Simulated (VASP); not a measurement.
Write the native input for VASP 6.6.1 that does the following.

```yaml
Task: single point
Functional: PBEsol
Potentials_or_basis: VASP PAW PBE potentials, release 64 (Te)
Cutoff: 520 eV
k_mesh: 15 × 15 × 15
Occupations: gaussian, width 0.15 eV
Spin: no spin polarisation
Dipole_correction: no
Further_INCAR_settings: ALGO = Normal; EDIFF = 1e-06; NBANDS = 9
```

The structure of Te lies in POSCAR:

```
Te
1.0
    2.2907443410      1.3225618620      1.7608188168
   -2.2907443410      1.3225618620      1.7608188168
    0.0000000000     -2.6451237238      1.7608188168
Te
1
Direct
    0.5000000000      0.5000000000      0.5000000000
```

The input as run:

INCAR

```
SYSTEM = Te
ALGO = Normal
EDIFF = 1E-6
ENCUT = 520
GGA = PS
ISIF = 2
ISMEAR = 0
LASPH = .TRUE.
LCHARG = .FALSE.
LREAL = .FALSE.
LWAVE = .FALSE.
NBANDS = 9
NELM = 80
PREC = Accurate
SIGMA = 0.15
```

KPOINTS

```
k-points
0
G
  15 15 15
  0 0 0
```

Potentials or basis: VASP PAW PBE potentials, release 64 (Te).

Run with:

```sh
$ cat potpaw_PBE.64/Te/POTCAR > POTCAR
$ mpirun -np 1 vasp_std > vasp.out
```

Results of the run:

```yaml
Pressure: -1.5 GPa
Band_gap_on_the_k_mesh: zero (bands 3 and 4 overlap by 5.15 eV)
```

Caveat: the PAW data sets were made with another functional, which shifts forces and pressure a little; spin-orbit coupling is left out, which moves the levels of the heavy elements.

Run time: 15 s on 1 thread of Intel(R) Xeon(R) 6975P-C (Granite Rapids), with other jobs on the host, peak memory 0.21 GiB.
